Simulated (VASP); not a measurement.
# PtSe2 in VASP: single point with PBE+D3(BJ)

Aim: the single point of PtSe2 with PBE+D3(BJ).

Everything below comes from runs of VASP 6.6.1. Logs are shortened: lines on timing, memory, paths and dates and some standing lists are left out, and cuts for length are marked.

## (1) The cell of the first run

The cell holds a slab with vacuum, 6 atoms: a = 3.707 Å, b = 3.707 Å, c = 22.798 Å, α = 90.00°, β = 90.00°, γ = 120.00°.

## (2) Single point, PBE+D3(BJ) (layers slid over each other)

The input, INCAR:

```
PREC = Accurate
ENCUT = 520
EDIFF = 1E-7
ISMEAR = 0
SIGMA = 0.05
LREAL = F
LASPH = T
NELM = 100
ALGO = Normal
ISIF = 2
LWAVE = F
LCHARG = F
LDIPOL = T
IDIPOL = 3
DIPOL = 0.5 0.5 0.391
GGA = PE
IVDW = 12
NBANDS = 31
```

The input, KPOINTS:

```
regular mesh
0
Gamma
  9 9 1
```

The input, POSCAR:

```
PtSe2
1.0
    3.7070358680      0.0000000000      0.0000000000
   -1.8535179340      3.2103872345      0.0000000000
    0.0000000000      0.0000000000     22.7981610548
Se Pt
4 2
Direct
    0.6666666667      0.3333333333      0.1973843412
    0.3333333333      0.6666666667      0.3135814555
    0.5000000000      1.3333333333      0.4675412417
    0.8333333333      1.0000000000      0.5837383560
    0.0000000000      0.0000000000      0.2554828984
    1.1666666667      1.6666666667      0.5256397989
```

Potentials or basis: VASP PAW PBE potentials, release 64 (Se, Pt).

Launch:

```bash
cat potpaw_PBE.64/Se/POTCAR potpaw_PBE.64/Pt/POTCAR > POTCAR
mpirun -np 1 vasp_std > vasp.out
```

OUTCAR:

```text
PREC = Accurate
   ENCUT = 520
   EDIFF = 1E-7
   ISMEAR = 0
   LREAL = F
   LASPH = T
   NELM = 100
   ISIF = 2
   GGA = PE
   IVDW = 12
 IVDW          = 12

 ion  position               nearest neighbor table
   1  0.667  0.333  0.197-   5 2.52   5 2.52   5 2.52
   2  0.333  0.667  0.314-   5 2.52   5 2.52   5 2.52
   3  0.500  0.333  0.468-   6 2.52   6 2.52   6 2.52
   4  0.833  0.000  0.584-   6 2.52   6 2.52   6 2.52
   5  0.000  0.000  0.255-   2 2.52   2 2.52   2 2.52   1 2.52   1 2.52   1 2.52
   6  0.167  0.667  0.526-   4 2.52   4 2.52   4 2.52   3 2.52   3 2.52   3 2.52

  LATTYP: Found a hexagonal cell.
 ALAT       =     3.7070358680
 C/A-ratio  =     6.1499704526

  Lattice vectors:

 A1 = (   3.7070358680,   0.0000000000,   0.0000000000)
 A2 = (  -1.8535179340,   3.2103872345,   0.0000000000)
 A3 = (   0.0000000000,   0.0000000000,  22.7981610548)

Analysis of symmetry for initial positions (statically):
=====================================================================
 Subroutine PRICEL returns:
 Original cell was already a primitive cell.

 Routine SETGRP: Setting up the symmetry group for a
 hexagonal supercell.

 Subroutine GETGRP returns: Found  1 space group operations
 (whereof  1 operations were pure point group operations)
 out of a pool of 24 trial point group operations.

The static configuration has the point symmetry C_1 .

Analysis of symmetry for dynamics (positions and initial velocities):
=====================================================================
 Subroutine PRICEL returns:
 Original cell was already a primitive cell.

 Routine SETGRP: Setting up the symmetry group for a
 hexagonal supercell.

 Subroutine GETGRP returns: Found  1 space group operations
 (whereof  1 operations were pure point group operations)
 out of a pool of 24 trial point group operations.

The dynamic configuration has the point symmetry C_1 .

 Subroutine INISYM returns: Found  1 space group operations
 (whereof  1 operations are pure point group operations),
 and found     1 'primitive' translations

----------------------------------------------------------------------------------------

                                     Primitive cell

  volume of cell :     271.3214

  direct lattice vectors                    reciprocal lattice vectors
     3.707035868  0.000000000  0.000000000     0.269757304  0.155744452  0.000000000
    -1.853517934  3.210387235  0.000000000     0.000000000  0.311488904  0.000000000
     0.000000000  0.000000000 22.798161055     0.000000000  0.000000000  0.043863187

  length of vectors
     3.707035868  3.707035868 22.798161055     0.311488904  0.311488904  0.043863187

  position of ions in fractional coordinates (direct lattice)
     0.666666667  0.333333333  0.197384341
     0.333333333  0.666666667  0.313581455
     0.500000000  0.333333333  0.467541242
     0.833333333  0.000000000  0.583738356
     0.000000000  0.000000000  0.255482898
     0.166666667  0.666666667  0.525639799

  ion indices of the primitive-cell ions
   primitive index   ion index
                 1           1
                 2           2
                 3           3
                 4           4
                 5           5
                 6           6

----------------------------------------------------------------------------------------

 KPOINTS: regular mesh

Automatic generation of k-mesh.
 Grid dimensions read from file:
 generate k-points for:    9    9    1

 Generating k-lattice:

  Cartesian coordinates                     Fractional coordinates (reciprocal lattice)
     0.029973034  0.017304939  0.000000000     0.111111111 -0.000000000  0.000000000
     0.000000000  0.034609878  0.000000000     0.000000000  0.111111111  0.000000000
     0.000000000  0.000000000  0.043863187     0.000000000  0.000000000  1.000000000

  Length of vectors
     0.034609878  0.034609878  0.043863187

  Shift w.r.t. Gamma in fractional coordinates (k-lattice)
     0.000000000  0.000000000  0.000000000

 Subroutine IBZKPT returns following result:
 ===========================================

 Found     41 irreducible k-points:

 Following reciprocal coordinates:
            Coordinates               Weight
  0.000000  0.000000  0.000000      1.000000
  0.111111  0.000000  0.000000      2.000000
  0.000000  0.111111  0.000000      2.000000
 -0.111111  0.111111  0.000000      2.000000
  0.222222  0.000000  0.000000      2.000000
  0.000000  0.222222  0.000000      2.000000
[... 16 lines left out ...]
  0.333333  0.111111  0.000000      2.000000
 -0.111111  0.444444  0.000000      2.000000
 [... further k-points ...]
   k-points           NKPTS =     41   k-points in BZ     NKDIM =     41   number of bands    NBANDS=     31
   number of dos      NEDOS =    301   number of ions     NIONS =      6
   total plane-waves  NPLWV = 141120
   dimension x,y,z NGX =    28 NGY =   28 NGZ =  180
   dimension x,y,z NGXF=    56 NGYF=   56 NGZF=  360
   ions per type =               4   2
   NGX,Y,Z   is equivalent  to a cutoff of  12.56, 12.56, 13.13 a.u.
   NGXF,Y,Z  is equivalent  to a cutoff of  25.11, 25.11, 26.25 a.u.
 SYSTEM =  unknown system
   PREC   = accura    normal or accurate (medium, high low for compatibility)
   ISTART =      0    job   : 0-new  1-cont  2-samecut
   ICHARG =      2    charge: 1-file 2-atom 10-const
   ISPIN  =      1    spin polarized calculation?
   LNONCOLLINEAR =      F non collinear calculations
   LSORBIT =      F    spin-orbit coupling
   LASPH  =      T    aspherical Exc in radial PAW
   ENCUT  =  520.0 eV  38.22 Ry    6.18 a.u.   6.89  6.89 42.39*2*pi/ulx,y,z
   NELM   =    100;   NELMIN=  2; NELMDL= -5     # of ELM steps
   EDIFF  = 0.1E-06   stopping-criterion for ELM
   LREAL  =      F    real-space projection
   EDIFFG = 0.1E-05   stopping-criterion for IOM
   NSW    =      0    number of steps for IOM
   IBRION =     -1    ionic relax: 0-MD 1-quasi-New 2-CG
   NFREE  =      0    steps in history (QN), initial steepest desc. (CG)
   ISIF   =      2    stress and relaxation
   ISYM   =      2    0-nonsym 1-usesym 2-fastsym
   POTIM  = 0.5000    time-step for ionic-motion
   TEBEG  =    0.0;   TEEND  =   0.0 temperature during run
   PSTRESS=    0.0 pullay stress
   NELECT =      44.0000    total number of electrons
   NUPDOWN=      -1.0000    fix difference up-down
   EMIN   =  10.00;   EMAX   =-10.00  energy-range for DOS
   EFERMI =   0.00;   METHOD = LEGACY
   ISMEAR =     0;   SIGMA  =   0.05  broadening in eV -4-tet -1-fermi 0-gaus
   EFERMI_NEDOS =   21; number of points for ismear=-14 and -15
   IALGO  =     38    algorithm
   IMIX   =      4    mixing-type and parameters
     AMIX     =   0.40;   BMIX     =  1.00
     AMIX_MAG =   1.60;   BMIX_MAG =  1.00
  volume/ion in A,a.u.               =      45.22       305.16
  Fermi-wavevector in a.u.,A,eV,Ry     =   0.892752  1.687057 10.843938  0.797007
  Thomas-Fermi vector in A             =   2.014742
   LORBIT       =      0    0 simple, 1 ext, 2 COOP (PROOUT), +10 PAW based schemes
   GGA     = PE    functional components
   LHFCALC =     F    Hartree Fock is set to
   AEXX    =    0.0000 exact exchange contribution
   IVDW    =    12    specifies the selected vdW correction
   LEPSILON=     F    determine dielectric tensor
   LRPA    =     F    only Hartree local field effects (RPA)
 non-spin polarized calculation
 Gauss-broadening in eV      SIGMA  =   0.05
  energy-cutoff  :      520.00
  volume of cell :      271.32
 maximum number of plane-waves:      7334
   NGX = 13   NGY = 13   NGZ = 85

 dipolmoment           0.000000      0.000000      0.000069 electrons x Angstroem

 number of electron      44.0000001 magnetization

 dipolmoment           0.000000      0.000000     -0.001221 electrons x Angstroem

 Free energy of the ion-electron system (eV)
  ---------------------------------------------------
  ext. energy  EPLUGINS =         0.00000000
  ---------------------------------------------------
  free energy    TOTEN  =       -28.57528805 eV

  energy without entropy =      -28.57528805  energy(sigma->0) =      -28.57528805

 E-fermi :  -0.2274     XC(G=0):  -5.5068

 val. band max:       -0.4524554396   @ k =   0.1111   0.1111   0.0000
 cond. band min:       0.5296015216   @ k =   0.2222   0.0000   0.0000
 fundamental gap:      0.9820569612
 Fermi energy:        -0.2274445698

 k-point     1 :       0.0000    0.0000    0.0000
  band No.  band energies     occupation
      1     -14.7592      2.00000
      2     -14.7074      2.00000
      3     -13.0201      2.00000
      4     -12.9193      2.00000
      5      -5.9971      2.00000
      6      -5.7852      2.00000
[... 23 lines left out ...]
     30       4.8362      0.00000
     31       4.9743      0.00000

 k-point     2 :       0.1111    0.0000    0.0000
  band No.  band energies     occupation
      1     -14.6269      2.00000
      2     -14.5750      2.00000
      3     -13.0227      2.00000
      4     -12.9281      2.00000
      5      -5.8987      2.00000
      6      -5.7991      2.00000
[... 23 lines left out ...]
     30       5.5296      0.00000
     31       5.6062      0.00000

 k-point     3 :       0.0000    0.1111    0.0000
  band No.  band energies     occupation
      1     -14.6267      2.00000
      2     -14.5752      2.00000
      3     -13.0222      2.00000
      4     -12.9287      2.00000
      5      -5.8994      2.00000
      6      -5.8002      2.00000
[... 703 lines left out ...]
     30       6.4061      0.00000
     31       6.7328      0.00000

 k-point    24 :      -0.1111    0.4444    0.0000
  band No.  band energies     occupation
      1     -13.4769      2.00000
      2     -13.4398      2.00000
      3     -13.0607      2.00000
      4     -13.0243      2.00000
      5      -6.3626      2.00000
      6      -6.3269      2.00000
[... 23 lines left out ...]
     30       6.3652      0.00000
     31       6.7339      0.00000

 [... further k-points ...]

------------------------ aborting loop because EDIFF is reached ----------------------------------------

 vacuum level on the upper side and lower side of the slab       (xc-potential included)        -0.089        -0.068

 Edisp (eV)   -2.06329

 E8    (eV) :    -0.9148

  FORCE on cell =-STRESS in cart. coord.  units (eV):
  Direction    XX          YY          ZZ          XY          YZ          ZX
  --------------------------------------------------------------------------------------
  -------------------------------------------------------------------------------------
  Total      -0.15563    -0.14360    -0.75624    -0.04445    -0.05365     0.08522
  in kB      -0.91899    -0.84797    -4.46566    -0.26249    -0.31683     0.50325
  external pressure =       -2.08 kB  Pullay stress =        0.00 kB

 VOLUME and BASIS-vectors are now :
 -----------------------------------------------------------------------------
  energy-cutoff  :      520.00
  volume of cell :      271.32
      direct lattice vectors                 reciprocal lattice vectors
     3.707035868  0.000000000  0.000000000     0.269757304  0.155744452  0.000000000
    -1.853517934  3.210387235  0.000000000     0.000000000  0.311488904  0.000000000
     0.000000000  0.000000000 22.798161055     0.000000000  0.000000000  0.043863187

 POSITION                                       TOTAL-FORCE (eV/Angst)
 -----------------------------------------------------------------------------------
      1.85352      1.07013      4.50000        -0.012661      0.003778     -0.002980
     -0.00000      2.14026      7.14908        -0.021526      0.012094      0.074369
      1.23568      1.07013     10.65908         0.017059     -0.012422     -0.082218
      3.08920      0.00000     13.30816         0.002500     -0.005462     -0.000017
      0.00000      0.00000      5.82454         0.015426     -0.003939      0.077801
     -0.61784      2.14026     11.98362        -0.000798      0.005951     -0.066955
 -----------------------------------------------------------------------------------
    total drift:                                0.000205      0.000091      0.000256

  FREE ENERGIE OF THE ION-ELECTRON SYSTEM (eV)
  ---------------------------------------------------
  free  energy   TOTEN  =       -30.6385788219 eV

  energy  without entropy=      -30.6385788219  energy(sigma->0) =      -30.63857882

 vacuum level on the upper side and lower side of the slab         4.901         4.923
```

Run time: 17 min. Hardware: 1 thread of Intel Xeon 8259CL, shared host; peak memory 0.56 GiB.

What came out:

```
Free energy                : -30.6386 eV
Largest force              : 0.085 eV/Å
Band gap on the k mesh     : 0.98 eV (least direct gap 1.16 eV)
Dispersion energy per atom : -0.344 eV
```

Forces on the atoms (eV/Å):
```
Se  -0.013  0.004 -0.003
Se  -0.022  0.012  0.074
Se   0.017 -0.012 -0.082
Se   0.003 -0.005  0.000
Pt   0.015 -0.004  0.078
Pt  -0.001  0.006 -0.067
```

Caveat: the cell differs from its parent crystal (layers slid over each other); spin-orbit coupling is left out, which moves the levels of the heavy elements.
